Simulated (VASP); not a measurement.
Write the native input for VASP 6.6.1 that does the following.

| Quantity | Value |
| --- | --- |
| Task | relaxation of cell and atoms |
| Functional | PBEsol |
| Potentials or basis | VASP PAW PBE potentials, release 64 (I) |
| Cutoff | 600 eV |
| k mesh | 6 × 6 × 6 |
| Occupations | fermi-dirac, width 0.02 eV |
| Spin | no spin polarisation |
| Target pressure | 20 GPa |
| Dipole correction | no |
| Further INCAR settings | ALGO = Normal; EDIFF = 1e-06; IBRION = 2; EDIFFG = -0.03; NSW = 80; ISIF = 3 |

The structure of I lies in POSCAR:

```
I
1.0
    0.0000000000      3.4950000000      3.4950000000
    3.4950000000      0.0000000000      3.4950000000
    3.4950000000      3.4950000000      0.0000000000
I
2
Direct
    0.0000000000      0.0000000000      0.0000000000
    0.2500000000      0.2500000000      0.2500000000
```

One way to write it, as run:

INCAR

```
SYSTEM = I
PREC     = Accurate       ! precision mode
ENCUT    = 600            ! plane-wave cutoff, eV
EDIFF    = 1E-6           ! SCF threshold, eV
ISMEAR   = -1             ! smearing method
SIGMA    = 0.02           ! smearing width, eV
LREAL    = .FALSE.        ! projectors in reciprocal space
LASPH    = .TRUE.         ! aspherical terms in the spheres
NELM     = 80             ! most SCF steps
ALGO     = Normal         ! electronic algorithm
ISIF     = 3              ! what is computed and relaxed
LWAVE    = .FALSE.        ! write WAVECAR
LCHARG   = .FALSE.        ! write CHGCAR
GGA      = PS             ! functional
IBRION   = 2              ! ionic algorithm
NSW      = 80             ! ionic steps
EDIFFG   = -0.03          ! ionic threshold
PSTRESS  = 200.0
```

KPOINTS

```
regular mesh
0
G
  6 6 6
  0 0 0
```

Potentials or basis: VASP PAW PBE potentials, release 64 (I).

Launch:

```console
$ cat potpaw_PBE.64/I/POTCAR > POTCAR
$ mpirun -np 1 vasp_std > vasp.out
```

It gave:

| Property | Result |
| --- | --- |
| Relaxed volume | 34.74 Å³/atom |
| Relaxed cell | a = 4.615 Å, b = 4.615 Å, c = 4.615 Å, α = 60.00°, β = 60.00°, γ = 60.00° |
| Space group after relaxing (to 0.1 Å) | Fd-3m (No. 227) |
| Energy change on relaxing (the run minimises the enthalpy) | +634.6 meV/atom |
| Ionic steps | 5 |
| Pressure after relaxing | 20.0 GPa |
| Band gap on the k mesh | zero (bands 7 and 8 overlap by 3.38 eV) |

Caveat: the cell is relaxed towards a set pressure, so the run minimises the enthalpy, not the energy; the volume moved by over 15 % at a fixed basis, so the end points are rough; the PAW data sets were made with another functional, which shifts forces and pressure a little; spin-orbit coupling is left out, which moves the levels of the heavy elements.

Run time: 75 s on 1 thread of Intel(R) Xeon(R) Platinum 8259CL CPU @ 2.50GHz (Skylake/Cascade Lake), on a shared host, peak memory 0.24 GiB.
